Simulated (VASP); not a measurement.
# Rh in VASP: further runs

Runs on Rh. Level: PBE. Tasks: single point.

Program: VASP 6.6.1. These are calculated values, not measurements. Logs are shortened: lines on timing, memory, paths and dates and some standing lists are left out, and cuts for length are marked.

## (1) The cell of the first run

The cell holds a sheet with vacuum, 2 atoms: a = 4.290 Å, b = 4.290 Å, c = 16.000 Å, α = 90.00°, β = 90.00°, γ = 120.00°.

## (2) Single point, PBE

INCAR reads:

```
SYSTEM = Rh
PREC = Accurate ; ENCUT = 520
EDIFF = 1E-7 ; ISMEAR = 0
SIGMA = 0.1 ; LREAL = .FALSE.
LASPH = .TRUE. ; NELM = 60
ALGO = Normal ; ISIF = 2
LWAVE = .FALSE. ; LCHARG = .FALSE.
LDIPOL = .TRUE. ; IDIPOL = 3
DIPOL = 0.5 0.5 0.500 ; GGA = PE
NBANDS = 22
```

KPOINTS reads:

```
regular mesh
0
G
  6 6 1
  0 0 0
```

POSCAR reads:

```
Rh
1.0
    4.2897576400      0.0000000000      0.0000000000
   -2.1448793000      3.7150395000      0.0000000000
    0.0000000000      0.0000000000     16.0000000000
Rh
2
Direct
    0.6666666700      0.3333333300      0.4507339700
    0.3333333300      0.6666666700      0.5492660300
```

Potentials or basis: VASP PAW PBE potentials, release 64 (Rh_pv).

Launch:

```console
$ cat potpaw_PBE.64/Rh_pv/POTCAR > POTCAR
$ mpirun -np 1 vasp_std > vasp.out
```

OUTCAR:

```text
SYSTEM = Rh
   PREC = Accurate
   ENCUT = 520
   EDIFF = 1E-7
   ISMEAR = 0
   LREAL = .FALSE.
   LASPH = .TRUE.
   NELM = 60
   ISIF = 2
   GGA = PE

 ion  position               nearest neighbor table
   1  0.667  0.333  0.451-   2 2.94   2 2.94   2 2.94
   2  0.333  0.667  0.549-   1 2.94   1 2.94   1 2.94

  LATTYP: Found a hexagonal cell.
 ALAT       =     4.2897576400
 C/A-ratio  =     3.7298144424

  Lattice vectors:

 A1 = (   4.2897576400,   0.0000000000,   0.0000000000)
 A2 = (  -2.1448793000,   3.7150395000,   0.0000000000)
 A3 = (   0.0000000000,   0.0000000000,  16.0000000000)

Analysis of symmetry for initial positions (statically):
=====================================================================
 Subroutine PRICEL returns:
 Original cell was already a primitive cell.

 Routine SETGRP: Setting up the symmetry group for a
 hexagonal supercell.

 Subroutine GETGRP returns: Found 12 space group operations
 (whereof 12 operations were pure point group operations)
 out of a pool of 24 trial point group operations.

The static configuration has the point symmetry D_3d.

Analysis of symmetry for dynamics (positions and initial velocities):
=====================================================================
 Subroutine PRICEL returns:
 Original cell was already a primitive cell.

 Routine SETGRP: Setting up the symmetry group for a
 hexagonal supercell.

 Subroutine GETGRP returns: Found 12 space group operations
 (whereof 12 operations were pure point group operations)
 out of a pool of 24 trial point group operations.

The dynamic configuration has the point symmetry D_3d.

 Subroutine INISYM returns: Found 12 space group operations
 (whereof 12 operations are pure point group operations),
 and found     1 'primitive' translations

----------------------------------------------------------------------------------------

                                     Primitive cell

  volume of cell :     254.9859

  direct lattice vectors                    reciprocal lattice vectors
     4.289757640  0.000000000  0.000000000     0.233113403  0.134588101  0.000000000
    -2.144879300  3.715039500  0.000000000     0.000000000  0.269176142  0.000000000
     0.000000000  0.000000000 16.000000000     0.000000000  0.000000000  0.062500000

  length of vectors
     4.289757640  4.289758233 16.000000000     0.269176179  0.269176142  0.062500000

  position of ions in fractional coordinates (direct lattice)
     0.666666670  0.333333330  0.450733970
     0.333333330  0.666666670  0.549266030

  ion indices of the primitive-cell ions
   primitive index   ion index
                 1           1
                 2           2

----------------------------------------------------------------------------------------

 KPOINTS: regular mesh

Automatic generation of k-mesh.
 Grid dimensions read from file:
 generate k-points for:    6    6    1

 Generating k-lattice:

  Cartesian coordinates                     Fractional coordinates (reciprocal lattice)
     0.038852234  0.022431350  0.000000000     0.166666667  0.000000000  0.000000000
     0.000000000  0.044862690  0.000000000     0.000000000  0.166666667  0.000000000
     0.000000000  0.000000000  0.062500000     0.000000000  0.000000000  1.000000000

  Length of vectors
     0.044862697  0.044862690  0.062500000

  Shift w.r.t. Gamma in fractional coordinates (k-lattice)
     0.000000000  0.000000000  0.000000000

 Subroutine IBZKPT returns following result:
 ===========================================

 Found      7 irreducible k-points:

 Following reciprocal coordinates:
            Coordinates               Weight
  0.000000  0.000000  0.000000      1.000000
  0.166667  0.000000  0.000000      6.000000
  0.333333 -0.000000  0.000000      6.000000
  0.500000  0.000000  0.000000      3.000000
  0.166667  0.166667  0.000000      6.000000
  0.333333  0.166667  0.000000     12.000000
  0.333333  0.333333  0.000000      2.000000
   k-points           NKPTS =      7   k-points in BZ     NKDIM =      7   number of bands    NBANDS=     22
   number of dos      NEDOS =    301   number of ions     NIONS =      2
   total plane-waves  NPLWV = 122880
   dimension x,y,z NGX =    32 NGY =   32 NGZ =  120
   dimension x,y,z NGXF=    64 NGYF=   64 NGZF=  240
   ions per type =               2
   NGX,Y,Z   is equivalent  to a cutoff of  12.40, 12.40, 12.47 a.u.
   NGXF,Y,Z  is equivalent  to a cutoff of  24.80, 24.80, 24.94 a.u.
 SYSTEM =  Rh
   PREC   = accura    normal or accurate (medium, high low for compatibility)
   ISTART =      0    job   : 0-new  1-cont  2-samecut
   ICHARG =      2    charge: 1-file 2-atom 10-const
   ISPIN  =      1    spin polarized calculation?
   LNONCOLLINEAR =      F non collinear calculations
   LSORBIT =      F    spin-orbit coupling
   LASPH  =      T    aspherical Exc in radial PAW
   ENCUT  =  520.0 eV  38.22 Ry    6.18 a.u.   7.98  7.98 29.75*2*pi/ulx,y,z
   NELM   =     60;   NELMIN=  2; NELMDL= -5     # of ELM steps
   EDIFF  = 0.1E-06   stopping-criterion for ELM
   LREAL  =      F    real-space projection
   EDIFFG = 0.1E-05   stopping-criterion for IOM
   NSW    =      0    number of steps for IOM
   IBRION =     -1    ionic relax: 0-MD 1-quasi-New 2-CG
   NFREE  =      0    steps in history (QN), initial steepest desc. (CG)
   ISIF   =      2    stress and relaxation
   ISYM   =      2    0-nonsym 1-usesym 2-fastsym
   POTIM  = 0.5000    time-step for ionic-motion
   TEBEG  =    0.0;   TEEND  =   0.0 temperature during run
   PSTRESS=    0.0 pullay stress
   NELECT =      30.0000    total number of electrons
   NUPDOWN=      -1.0000    fix difference up-down
   EMIN   =  10.00;   EMAX   =-10.00  energy-range for DOS
   EFERMI =   0.00;   METHOD = LEGACY
   ISMEAR =     0;   SIGMA  =   0.10  broadening in eV -4-tet -1-fermi 0-gaus
   EFERMI_NEDOS =   21; number of points for ismear=-14 and -15
   IALGO  =     38    algorithm
   IMIX   =      4    mixing-type and parameters
     AMIX     =   0.40;   BMIX     =  1.00
     AMIX_MAG =   1.60;   BMIX_MAG =  1.00
  volume/ion in A,a.u.               =     127.49       860.36
  Fermi-wavevector in a.u.,A,eV,Ry     =   0.802189  1.515917  8.755440  0.643507
  Thomas-Fermi vector in A             =   1.909819
   LORBIT       =      0    0 simple, 1 ext, 2 COOP (PROOUT), +10 PAW based schemes
   GGA     = PE    functional components
   LHFCALC =     F    Hartree Fock is set to
   AEXX    =    0.0000 exact exchange contribution
   IVDW    =     0    specifies the selected vdW correction
   LEPSILON=     F    determine dielectric tensor
   LRPA    =     F    only Hartree local field effects (RPA)
 non-spin polarized calculation
 Gauss-broadening in eV      SIGMA  =   0.10
  energy-cutoff  :      520.00
  volume of cell :      254.99
 maximum number of plane-waves:      6886
 NGX is ok and might be reduce to    32
   NGX = 15   NGY = 15   NGZ = 59

 number of electron      29.9999994 magnetization

 dipolmoment           0.000000      0.000000     -0.000000 electrons x Angstroem

 Free energy of the ion-electron system (eV)
  ---------------------------------------------------
  ext. energy  EPLUGINS =         0.00000000
  ---------------------------------------------------
  free energy    TOTEN  =        -7.74491761 eV

  energy without entropy =       -7.65002330  energy(sigma->0) =       -7.69747045

 E-fermi :  -2.7432     XC(G=0):  -3.0402

 val. band max:       -2.7623465584   @ k =   0.5000   0.0000   0.0000
 cond. band min:      -2.7142455769   @ k =   0.1667   0.1667   0.0000
 fundamental gap:      0.0481009815
 Fermi energy:        -2.7432383690

 k-point     1 :       0.0000    0.0000    0.0000
  band No.  band energies     occupation
      1     -47.9828      2.00000
      2     -47.9828      2.00000
      3     -47.9167      2.00000
      4     -47.9167      2.00000
      5     -47.7972      2.00000
      6     -47.7466      2.00000
[... 14 lines left out ...]
     21       2.1653      0.00000
     22       4.5804      0.00000

 k-point     2 :       0.1667    0.0000    0.0000
  band No.  band energies     occupation
      1     -47.9846      2.00000
      2     -47.9815      2.00000
      3     -47.9228      2.00000
      4     -47.9150      2.00000
      5     -47.7916      2.00000
      6     -47.7481      2.00000
[... 14 lines left out ...]
     21       2.4564      0.00000
     22       3.8923      0.00000

 k-point     3 :       0.3333   -0.0000    0.0000
  band No.  band energies     occupation
      1     -47.9882      2.00000
      2     -47.9779      2.00000
      3     -47.9351      2.00000
      4     -47.9119      2.00000
      5     -47.7796      2.00000
      6     -47.7526      2.00000
[... 14 lines left out ...]
     21       3.1556      0.00000
     22       3.3451      0.00000

 k-point     4 :       0.5000    0.0000    0.0000
  band No.  band energies     occupation
      1     -47.9898      2.00000
      2     -47.9752      2.00000
      3     -47.9418      2.00000
      4     -47.9104      2.00000
      5     -47.7718      2.00000
      6     -47.7570      2.00000
[... 14 lines left out ...]
     21       3.4303      0.00000
     22       3.7015      0.00000

 k-point     5 :       0.1667    0.1667    0.0000
  band No.  band energies     occupation
      1     -47.9881      2.00000
      2     -47.9779      2.00000
      3     -47.9328      2.00000
      4     -47.9122      2.00000
      5     -47.7828      2.00000
      6     -47.7512      2.00000
[... 14 lines left out ...]
     21       2.9808      0.00000
     22       3.0747      0.00000

 k-point     6 :       0.3333    0.1667    0.0000
  band No.  band energies     occupation
      1     -47.9916      2.00000
      2     -47.9714      2.00000
      3     -47.9449      2.00000
      4     -47.9094      2.00000
      5     -47.7720      2.00000
      6     -47.7568      2.00000
[... 14 lines left out ...]
     21       2.3823      0.00000
     22       3.4337      0.00000

 k-point     7 :       0.3333    0.3333    0.0000
  band No.  band energies     occupation
      1     -47.9938      2.00000
      2     -47.9589      2.00000
      3     -47.9589      2.00000
      4     -47.9077      2.00000
      5     -47.7636      2.00000
      6     -47.7636      2.00000
[... 14 lines left out ...]
     21       1.9100      0.00000
     22       3.6160      0.00000

------------------------ aborting loop because EDIFF is reached ----------------------------------------

 vacuum level on the upper side and lower side of the slab       (xc-potential included)        -0.102        -0.102

  FORCE on cell =-STRESS in cart. coord.  units (eV):
  Direction    XX          YY          ZZ          XY          YZ          ZX
  --------------------------------------------------------------------------------------
  -------------------------------------------------------------------------------------
  Total       -6.7958858     -6.7958873     -4.7270007      0.0000009      0.0000000      0.0000000
  in kB      -42.7012393    -42.7012486    -29.7016154      0.0000055      0.0000000      0.0000000
  external PRESSURE =     -38.3680344 kB  Pullay stress =       0.0000000 kB

 VOLUME and BASIS-vectors are now :
 -----------------------------------------------------------------------------
  energy-cutoff  :      520.00
  volume of cell :      254.99
      direct lattice vectors                 reciprocal lattice vectors
     4.289757640  0.000000000  0.000000000     0.233113403  0.134588101  0.000000000
    -2.144879300  3.715039500  0.000000000     0.000000000  0.269176142  0.000000000
     0.000000000  0.000000000 16.000000000     0.000000000  0.000000000  0.062500000

 POSITION                                       TOTAL-FORCE (eV/Angst)
 -----------------------------------------------------------------------------------
      2.14488      1.23835      7.21174        -0.000000      0.000000      2.989123
     -0.00000      2.47669      8.78826         0.000000     -0.000000     -2.989123
 -----------------------------------------------------------------------------------
    total drift:                                0.000000      0.000000      0.000000

  FREE ENERGIE OF THE ION-ELECTRON SYSTEM (eV)
  ---------------------------------------------------
  free  energy   TOTEN  =        -7.7449176054 eV

  energy  without entropy=       -7.6500232959  energy(sigma->0) =       -7.69747045

 vacuum level on the upper side and lower side of the slab         1.609         1.609
```

It took 27 s on 1 thread of Intel Xeon 6975P-C (Granite Rapids), shared host; peak memory 0.32 GiB.

Results:

* Free energy: -7.7449 eV
* Largest force: 2.989 eV/Å
* Band gap on the k mesh: zero (band 15 reaches -2.76 eV, above the bottom of band 16 at -2.82 eV)

Forces on the atoms (eV/Å):
```
Rh   0.000  0.000  2.989
Rh   0.000  0.000 -2.989
```

Levels at points of the mesh, in eV from the Fermi level:
```
           k point  band 11  band 12  band 13  band 14  band 15  band 16  band 17  band 18  band 19  band 20
(0.00, 0.00, 0.00)    -1.36    -1.36    -0.17    -0.02    -0.02     0.19     0.19     1.11     3.62     4.90
(0.50, 0.00, 0.00)    -0.82    -0.57    -0.56    -0.55    -0.02     0.16     1.33     1.44     3.55     4.47
```

## (3) Single point, PBE

This run uses another cell than the first one, of 168.89 Å³/atom, 1.325 times its volume.

INCAR reads:

```
SYSTEM = Rh
ALGO = Normal
DIPOL = 0.5 0.5 0.297
EDIFF = 1E-6
ENCUT = 520
GGA = PE
IDIPOL = 3
ISIF = 2
ISMEAR = 0
LASPH = .TRUE.
LCHARG = .TRUE.
LDIPOL = .TRUE.
LELF = .TRUE.
LREAL = .FALSE.
LVACPOTAV = .TRUE.
LVHAR = .TRUE.
LWAVE = .FALSE.
NBANDS = 22
NELM = 100
PREC = Accurate
SIGMA = 0.1
```

KPOINTS reads:

```
k-points
0
G
  6 6 1
  0 0 0
```

POSCAR reads:

```
Rh
1.0
    3.8040503332      0.0000002458      0.0000000000
   -1.9020253794      3.2944041029      0.0000000000
    0.0000000000      0.0000000000     26.9530259200
Rh
2
Direct
    0.6666666667      0.3333333333      0.2820615531
    0.3333333333      0.6666666667      0.3115638175
```

Potentials or basis: VASP PAW PBE potentials, release 64 (Rh_pv).

Launch:

```console
$ cat potpaw_PBE.64/Rh_pv/POTCAR > POTCAR
$ mpirun -np 1 vasp_std > vasp.out
```

OUTCAR:

```text
SYSTEM = Rh
   EDIFF = 1E-6
   ENCUT = 520
   GGA = PE
   ISIF = 2
   ISMEAR = 0
   LASPH = .TRUE.
   LREAL = .FALSE.
   NELM = 100
   PREC = Accurate

 ion  position               nearest neighbor table
   1  0.667  0.333  0.282-   2 2.34   2 2.34   2 2.34
   2  0.333  0.667  0.312-   1 2.34   1 2.34   1 2.34

  LATTYP: Found a hexagonal cell.
 ALAT       =     3.8040503332
 C/A-ratio  =     7.0853494458

  Lattice vectors:

 A1 = (   3.8040503332,   0.0000002458,   0.0000000000)
 A2 = (  -1.9020253794,   3.2944041029,   0.0000000000)
 A3 = (   0.0000000000,   0.0000000000,  26.9530259200)

Analysis of symmetry for initial positions (statically):
=====================================================================
 Subroutine PRICEL returns:
 Original cell was already a primitive cell.

 Routine SETGRP: Setting up the symmetry group for a
 hexagonal supercell.

 Subroutine GETGRP returns: Found 12 space group operations
 (whereof  6 operations were pure point group operations)
 out of a pool of 24 trial point group operations.

The static configuration has the point symmetry C_3v.
 The point group associated with its full space group is D_3d.

[... 145 lines left out ...]
  energy without entropy =      -10.80017966  energy(sigma->0) =      -10.80044438

 E-fermi :  -3.4262     XC(G=0):  -1.8916

 val. band max:       -3.6048583518   @ k =   0.3333   0.3333   0.0000
 cond. band min:      -3.2373401786   @ k =   0.1667   0.1667   0.0000
 fundamental gap:      0.3675181732
 Fermi energy:        -3.4261532808

 k-point     1 :       0.0000    0.0000    0.0000
  band No.  band energies     occupation
      1     -50.4550      2.00000
      2     -50.4550      2.00000
      3     -49.6473      2.00000
      4     -49.6473      2.00000
      5     -49.4100      2.00000
      6     -49.3757      2.00000
[... 164 lines left out ...]
     21       2.6712      0.00000
     22       4.4080      0.00000

------------------------ aborting loop because EDIFF is reached ----------------------------------------

  FORCE on cell =-STRESS in cart. coord.  units (eV):
  Direction    XX          YY          ZZ          XY          YZ          ZX
  --------------------------------------------------------------------------------------
  -------------------------------------------------------------------------------------
  Total        0.0061758      0.0061758     -0.0005589      0.0000000     -0.0000000     -0.0000000
  in kB        0.0292934      0.0292934     -0.0026509      0.0000000     -0.0000000     -0.0000000
  external PRESSURE =       0.0186453 kB  Pullay stress =       0.0000000 kB

 VOLUME and BASIS-vectors are now :
 -----------------------------------------------------------------------------
  energy-cutoff  :      520.00
  volume of cell :      337.78
      direct lattice vectors                 reciprocal lattice vectors
     3.804050333  0.000000246  0.000000000     0.262877690  0.151772527  0.000000000
    -1.902025379  3.294404103  0.000000000    -0.000000020  0.303545021  0.000000000
     0.000000000  0.000000000 26.953025920     0.000000000  0.000000000  0.037101586

 POSITION                                       TOTAL-FORCE (eV/Angst)
 -----------------------------------------------------------------------------------
      1.90203      1.09813      7.60241         0.000000      0.000000     -0.022890
     -0.00000      2.19627      8.39759        -0.000000     -0.000000      0.022890
 -----------------------------------------------------------------------------------
    total drift:                                0.000000      0.000000      0.000317

  FREE ENERGIE OF THE ION-ELECTRON SYSTEM (eV)
  ---------------------------------------------------
  free  energy   TOTEN  =       -10.8007091097 eV

  energy  without entropy=      -10.8001796595  energy(sigma->0) =      -10.80044438

 vacuum level on the upper side and lower side of the slab         1.402         1.402
```

It took 41 s on 1 thread of Intel Xeon 6975P-C (Granite Rapids), shared host; peak memory 0.39 GiB.

Results:

```
Free energy            : -10.8007 eV
Largest force          : 0.023 eV/Å
Band gap on the k mesh : 0.37 eV, indirect (least direct gap 0.54 eV)
```

Forces in eV/Å, atoms in the order of the input:
```
Rh   0.000  0.000 -0.023
Rh   0.000  0.000  0.023
```

Levels at points of the mesh, in eV from the valence-band top:
| k point | band 13 | band 14 | band 15 | band 16 | band 17 | band 18 |
| --- | --- | --- | --- | --- | --- | --- |
| (0.00, 0.00, 0.00) | -1.25 | -0.11 | -0.11 | 0.43 | 0.43 | 1.36 |
| (0.50, 0.00, 0.00) | -0.87 | -0.28 | -0.19 | 0.61 | 1.13 | 2.32 |

(Part 1 of 2 ends here.)
